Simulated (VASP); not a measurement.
# HgP (F-43m) in VASP: notebook

HgP is run at these levels: r2SCAN; tasks: single point.

All numbers are computed with VASP 6.6.1; they aren't measurements. Logs are shortened: lines on timing, memory, paths and dates and some standing lists are left out, and cuts for length are marked.

### 1 The cell of the first run

Symmetry: F-43m, No. 216, cubic system. Conventional cell: a = 5.900 Å, b = 5.900 Å, c = 5.900 Å, α = 90.00°, β = 90.00°, γ = 90.00°. Within 3.4 Å of Hg (site symmetry -43m) lie 4 P at 2.55 Å. P (site symmetry -43m) has 4 Hg at 2.55 Å within 3.4 Å.

### 2 Single point, r2SCAN (volume scaled by 1.040)

Input file POSCAR:

```
HgP
1.0
    0.0000000000      2.9498597025      2.9498597025
    2.9498597025      0.0000000000      2.9498597025
    2.9498597025      2.9498597025      0.0000000000
Hg P
1 1
Direct
    0.0000000000      0.0000000000      0.0000000000
    0.2500000000      0.2500000000      0.2500000000
```

Input file INCAR.step1:

```
ALGO = Normal
EDIFF = 1E-4
ENCUT = 520
GGA = PE
ISMEAR = 0
LASPH = True
LCHARG = False
LREAL = False
LWAVE = True
NBANDS = 16
NELM = 80
PREC = Accurate
SIGMA = 0.05
```

Input file INCAR.step2:

```
ALGO = Normal
EDIFF = 1E-6
ENCUT = 520
ISIF = 2
ISMEAR = 0
ISTART = 1
LASPH = True
LCHARG = True
LELF = True
LMIXTAU = True
LREAL = False
LVHAR = True
LWAVE = False
METAGGA = R2SCAN
NBANDS = 16
NELM = 80
PREC = Accurate
SIGMA = 0.05
```

Input file KPOINTS:

```
k-points
0
Gamma
  10 10 10
```

Potentials or basis: VASP PAW PBE potentials, release 64 (Hg, P).

Run with:

```bash
$ cat potpaw_PBE.64/Hg/POTCAR potpaw_PBE.64/P/POTCAR > POTCAR
$ cp INCAR.step1 INCAR
$ mpirun -np 1 vasp_std > vasp.out
$ cp INCAR.step2 INCAR
$ mpirun -np 1 vasp_std > vasp.out
```

OUTCAR:

```text
EDIFF = 1E-6
   ENCUT = 520
   ISIF = 2
   ISMEAR = 0
   ISTART = 1
   LASPH = True
   LREAL = False
   METAGGA = R2SCAN
   NELM = 80
   PREC = Accurate

 ion  position               nearest neighbor table
   1  0.000  0.000  0.000-   2 2.55   2 2.55   2 2.55   2 2.55
   2  0.250  0.250  0.250-   1 2.55   1 2.55   1 2.55   1 2.55

  LATTYP: Found a face centered cubic cell.
 ALAT       =     5.8997194050

  Lattice vectors:

 A1 = (   0.0000000000,   2.9498597025,   2.9498597025)
 A2 = (   2.9498597025,   0.0000000000,   2.9498597025)
 A3 = (   2.9498597025,   2.9498597025,   0.0000000000)

Analysis of symmetry for initial positions (statically):
=====================================================================
 Subroutine PRICEL returns:
 Original cell was already a primitive cell.

 Routine SETGRP: Setting up the symmetry group for a
 face centered cubic supercell.

 Subroutine GETGRP returns: Found 24 space group operations
 (whereof 24 operations were pure point group operations)
 out of a pool of 48 trial point group operations.

The static configuration has the point symmetry T_d .

Analysis of symmetry for dynamics (positions and initial velocities):
=====================================================================
 Subroutine PRICEL returns:
 Original cell was already a primitive cell.

 Routine SETGRP: Setting up the symmetry group for a
 face centered cubic supercell.

 Subroutine GETGRP returns: Found 24 space group operations
 (whereof 24 operations were pure point group operations)
 out of a pool of 48 trial point group operations.

The dynamic configuration has the point symmetry T_d .

 Subroutine INISYM returns: Found 24 space group operations
 (whereof 24 operations are pure point group operations),
 and found     1 'primitive' translations

----------------------------------------------------------------------------------------

                                     Primitive cell

  volume of cell :      51.3374

  direct lattice vectors                    reciprocal lattice vectors
     0.000000000  2.949859702  2.949859702    -0.169499587  0.169499587  0.169499587
     2.949859702  0.000000000  2.949859702     0.169499587 -0.169499587  0.169499587
     2.949859702  2.949859702  0.000000000     0.169499587  0.169499587 -0.169499587

  length of vectors
     4.171731598  4.171731598  4.171731598     0.293581896  0.293581896  0.293581896

  position of ions in fractional coordinates (direct lattice)
     0.000000000  0.000000000  0.000000000
     0.250000000  0.250000000  0.250000000

  ion indices of the primitive-cell ions
   primitive index   ion index
                 1           1
                 2           2

----------------------------------------------------------------------------------------

 KPOINTS: k-points

Automatic generation of k-mesh.
 Grid dimensions read from file:
 generate k-points for:   10   10   10

 Generating k-lattice:

  Cartesian coordinates                     Fractional coordinates (reciprocal lattice)
    -0.016949959  0.016949959  0.016949959     0.100000000  0.000000000  0.000000000
     0.016949959 -0.016949959  0.016949959     0.000000000  0.100000000  0.000000000
     0.016949959  0.016949959 -0.016949959     0.000000000  0.000000000  0.100000000

  Length of vectors
     0.029358190  0.029358190  0.029358190

  Shift w.r.t. Gamma in fractional coordinates (k-lattice)
     0.000000000  0.000000000  0.000000000

 Subroutine IBZKPT returns following result:
 ===========================================

 Found     47 irreducible k-points:

 Following reciprocal coordinates:
            Coordinates               Weight
  0.000000  0.000000  0.000000      1.000000
  0.100000  0.000000  0.000000      8.000000
  0.200000  0.000000  0.000000      8.000000
  0.300000  0.000000  0.000000      8.000000
  0.400000  0.000000  0.000000      8.000000
  0.500000  0.000000  0.000000      4.000000
[... 16 lines left out ...]
  0.300000  0.300000  0.000000      6.000000
  0.400000  0.300000  0.000000     24.000000
 [... further k-points ...]
   k-points           NKPTS =     47   k-points in BZ     NKDIM =     47   number of bands    NBANDS=     16
   number of dos      NEDOS =    301   number of ions     NIONS =      2
   total plane-waves  NPLWV =  32768
   dimension x,y,z NGX =    32 NGY =   32 NGZ =   32
   dimension x,y,z NGXF=    64 NGYF=   64 NGZF=   64
   ions per type =               1   1
   NGX,Y,Z   is equivalent  to a cutoff of  12.75, 12.75, 12.75 a.u.
   NGXF,Y,Z  is equivalent  to a cutoff of  25.50, 25.50, 25.50 a.u.
 SYSTEM =  unknown system
   PREC   = accura    normal or accurate (medium, high low for compatibility)
   ISTART =      1    job   : 0-new  1-cont  2-samecut
   ICHARG =      0    charge: 1-file 2-atom 10-const
   ISPIN  =      1    spin polarized calculation?
   LNONCOLLINEAR =      F non collinear calculations
   LSORBIT =      F    spin-orbit coupling
   LASPH  =      T    aspherical Exc in radial PAW
   ENCUT  =  520.0 eV  38.22 Ry    6.18 a.u.   7.76  7.76  7.76*2*pi/ulx,y,z
   NELM   =     80;   NELMIN=  2; NELMDL=  0     # of ELM steps
   EDIFF  = 0.1E-05   stopping-criterion for ELM
   LREAL  =      F    real-space projection
   EDIFFG = 0.1E-04   stopping-criterion for IOM
   NSW    =      0    number of steps for IOM
   IBRION =     -1    ionic relax: 0-MD 1-quasi-New 2-CG
   NFREE  =      0    steps in history (QN), initial steepest desc. (CG)
   ISIF   =      2    stress and relaxation
   ISYM   =      2    0-nonsym 1-usesym 2-fastsym
   POTIM  = 0.5000    time-step for ionic-motion
   TEBEG  =    0.0;   TEEND  =   0.0 temperature during run
   PSTRESS=    0.0 pullay stress
   NELECT =      17.0000    total number of electrons
   NUPDOWN=      -1.0000    fix difference up-down
   EMIN   =  10.00;   EMAX   =-10.00  energy-range for DOS
   EFERMI =   0.00;   METHOD = LEGACY
   ISMEAR =     0;   SIGMA  =   0.05  broadening in eV -4-tet -1-fermi 0-gaus
   EFERMI_NEDOS =   21; number of points for ismear=-14 and -15
   IALGO  =     38    algorithm
   IMIX   =      4    mixing-type and parameters
     AMIX     =   0.40;   BMIX     =  1.00
     AMIX_MAG =   1.60;   BMIX_MAG =  1.00
  volume/ion in A,a.u.               =      25.67       173.22
  Fermi-wavevector in a.u.,A,eV,Ry     =   1.132608  2.140320 17.453578  1.282802
  Thomas-Fermi vector in A             =   2.269310
   LORBIT       =      0    0 simple, 1 ext, 2 COOP (PROOUT), +10 PAW based schemes
   METAGGA = R2SCAN    functional components
   LHFCALC =     F    Hartree Fock is set to
   AEXX    =    0.0000 exact exchange contribution
   IVDW    =     0    specifies the selected vdW correction
   LEPSILON=     F    determine dielectric tensor
   LRPA    =     F    only Hartree local field effects (RPA)
 non-spin polarized calculation
 Gauss-broadening in eV      SIGMA  =   0.05
  energy-cutoff  :      520.00
  volume of cell :       51.34
 maximum number of plane-waves:      1411
   NGX = 15   NGY = 15   NGZ = 15

 number of electron      16.9999999 magnetization

 Free energy of the ion-electron system (eV)
  ---------------------------------------------------
  ext. energy  EPLUGINS =         0.00000000
  ---------------------------------------------------
  free energy    TOTEN  =       -57.42061514 eV

  energy without entropy =      -57.41909844  energy(sigma->0) =      -57.41985679

 E-fermi :   1.8982     XC(G=0):  -9.9430

 val. band max:        1.8859437997   @ k =   0.4000   0.1000   0.0000
 cond. band min:       1.9796918784   @ k =   0.5000   0.1000   0.0000
 fundamental gap:      0.0937480787
 Fermi energy:         1.8982470082

 k-point     1 :       0.0000    0.0000    0.0000
  band No.  band energies     occupation
      1      -9.7426      2.00000
      2      -5.6013      2.00000
      3      -5.6013      2.00000
      4      -5.6013      2.00000
      5      -4.8475      2.00000
      6      -4.8475      2.00000
[... 8 lines left out ...]
     15      13.7072      0.00000
     16      13.7072      0.00000

 k-point     2 :       0.1000    0.0000    0.0000
  band No.  band energies     occupation
      1      -9.6680      2.00000
      2      -5.5793      2.00000
      3      -5.5791      2.00000
      4      -5.5791      2.00000
      5      -4.8491      2.00000
      6      -4.8491      2.00000
[... 8 lines left out ...]
     15      13.1884      0.00000
     16      13.1884      0.00000

 k-point     3 :       0.2000    0.0000    0.0000
  band No.  band energies     occupation
      1      -9.4677      2.00000
      2      -5.5245      2.00000
      3      -5.5245      2.00000
      4      -5.4818      2.00000
      5      -4.8472      2.00000
      6      -4.8472      2.00000
[... 8 lines left out ...]
     15      12.7341      0.00000
     16      12.9336      0.00000

 k-point     4 :       0.3000    0.0000    0.0000
  band No.  band energies     occupation
      1      -9.2122      2.00000
      2      -5.4671      2.00000
      3      -5.4671      2.00000
      4      -5.2249      2.00000
      5      -4.8290      2.00000
      6      -4.8290      2.00000
[... 8 lines left out ...]
     15      12.9349      0.00000
     16      12.9349      0.00000
[... 324 lines left out ...]
 k-point    22 :      -0.2000    0.2000    0.0000
  band No.  band energies     occupation
      1      -9.1227      2.00000
      2      -5.4272      2.00000
      3      -5.4248      2.00000
      4      -5.2118      2.00000
      5      -4.8832      2.00000
      6      -4.7527      2.00000
[... 8 lines left out ...]
     15      14.2626      0.00000
     16      15.1039      0.00000

 k-point    23 :       0.3000    0.3000    0.0000
  band No.  band energies     occupation
      1      -9.0302      2.00000
      2      -5.4670      2.00000
      3      -5.2756      2.00000
      4      -5.2755      2.00000
      5      -4.8510      2.00000
      6      -4.7455      2.00000
[... 8 lines left out ...]
     15      13.7974      0.00000
     16      16.7546      0.00000

 k-point    24 :       0.4000    0.3000    0.0000
  band No.  band energies     occupation
      1      -8.8633      2.00000
      2      -5.4050      2.00000
      3      -5.2067      2.00000
      4      -5.1880      2.00000
      5      -4.7290      2.00000
      6      -4.6585      2.00000
[... 8 lines left out ...]
     15      14.0732      0.00000
     16      16.8658      0.00000

 [... further k-points ...]
[... 5 lines left out ...]
  --------------------------------------------------------------------------------------
  -------------------------------------------------------------------------------------
  Total       -0.6783990     -0.6783990     -0.6783990      0.0000000      0.0000000      0.0000000
  in kB      -21.1719907    -21.1719907    -21.1719907      0.0000000      0.0000000      0.0000000
  external PRESSURE =     -21.1719907 kB  Pullay stress =       0.0000000 kB

 VOLUME and BASIS-vectors are now :
 -----------------------------------------------------------------------------
  energy-cutoff  :      520.00
  volume of cell :       51.34
      direct lattice vectors                 reciprocal lattice vectors
     0.000000000  2.949859702  2.949859702    -0.169499587  0.169499587  0.169499587
     2.949859702  0.000000000  2.949859702     0.169499587 -0.169499587  0.169499587
     2.949859702  2.949859702  0.000000000     0.169499587  0.169499587 -0.169499587

 POSITION                                       TOTAL-FORCE (eV/Angst)
 -----------------------------------------------------------------------------------
      0.00000      0.00000      0.00000        -0.000000     -0.000000     -0.000000
      1.47493      1.47493      1.47493         0.000000      0.000000      0.000000
 -----------------------------------------------------------------------------------
    total drift:                                0.000000      0.000000      0.000000

  FREE ENERGIE OF THE ION-ELECTRON SYSTEM (eV)
  ---------------------------------------------------
  free  energy   TOTEN  =       -57.4206151447 eV

  energy  without entropy=      -57.4190984433  energy(sigma->0) =      -57.41985679
```

Run time: 66 s. Hardware: 1 thread of Intel Xeon Platinum 8488C (Sapphire Rapids), shared host; peak memory 0.21 GiB.

What came out:

* Free energy: -57.4206 eV
* Pressure: -2.1 GPa

Caveat: the PAW data sets were made with another functional, which shifts forces and pressure a little; spin-orbit coupling is left out, which moves the levels of the heavy elements.

### 3 Single point, r2SCAN (volume scaled by 1.070)

Input file POSCAR:

```
HgP
1.0
    0.0000000000      2.9779552953      2.9779552953
    2.9779552953      0.0000000000      2.9779552953
    2.9779552953      2.9779552953      0.0000000000
Hg P
1 1
Direct
    0.0000000000      0.0000000000      0.0000000000
    0.2500000000      0.2500000000      0.2500000000
```

Input file INCAR.step1:

```
PREC     = Accurate       # precision mode
ENCUT    = 520            # plane-wave cutoff, eV
ISMEAR   = 0              # smearing method
SIGMA    = 0.05           # smearing width, eV
LREAL    = F              # projectors in reciprocal space
LASPH    = T              # aspherical terms in the spheres
NELM     = 60             # most SCF steps
NBANDS   = 16             # bands
GGA      = PE             # functional
ALGO     = Normal         # electronic algorithm
EDIFF    = 1E-4           # SCF threshold, eV
LWAVE    = T              # write WAVECAR
LCHARG   = F              # write CHGCAR
```

Input file INCAR.step2:

```
PREC     = Accurate       # precision mode
ENCUT    = 520            # plane-wave cutoff, eV
EDIFF    = 1E-6           # SCF threshold, eV
ISMEAR   = 0              # smearing method
SIGMA    = 0.05           # smearing width, eV
LREAL    = F              # projectors in reciprocal space
LASPH    = T              # aspherical terms in the spheres
NELM     = 60             # most SCF steps
ALGO     = Normal         # electronic algorithm
ISIF     = 2              # what is computed and relaxed
LWAVE    = F              # write WAVECAR
LCHARG   = F              # write CHGCAR
METAGGA  = R2SCAN         # meta-GGA
LMIXTAU  = T            
NBANDS   = 16             # bands
ISTART   = 1
```

Input file KPOINTS:

```
regular mesh
0
Gamma
  10 10 10
```

Potentials or basis: VASP PAW PBE potentials, release 64 (Hg, P).

Run with:

```bash
$ cat potpaw_PBE.64/Hg/POTCAR potpaw_PBE.64/P/POTCAR > POTCAR
$ cp INCAR.step1 INCAR
$ mpirun -np 1 vasp_std > vasp.out
$ cp INCAR.step2 INCAR
$ mpirun -np 1 vasp_std > vasp.out
```

It took 67 s on 1 thread of Intel Xeon Platinum 8488C (Sapphire Rapids), shared host; peak memory 0.21 GiB.

Results (log left out):

```yaml
Free_energy: -57.3950 eV
Pressure: -3.5 GPa
```

Levels at points of the mesh, in eV from the Fermi level:
| k point | band 6 | band 7 | band 8 | band 9 | band 10 | band 11 | band 12 | band 13 |
| --- | --- | --- | --- | --- | --- | --- | --- | --- |
| (0.00, 0.00, 0.00) | -6.65 | 1.31 | 1.47 | 1.47 | 1.47 | 6.03 | 6.03 | 6.03 |
| (0.50, 0.00, 0.00) | -6.05 | -4.98 | 0.26 | 0.26 | 2.58 | 6.92 | 6.92 | 8.53 |
| (0.50, 0.50, 0.00) | -5.81 | -4.77 | -1.32 | -1.32 | 3.77 | 3.92 | 10.03 | 11.42 |

Caveat: the PAW data sets were made with another functional, which shifts forces and pressure a little; spin-orbit coupling is left out, which moves the levels of the heavy elements.
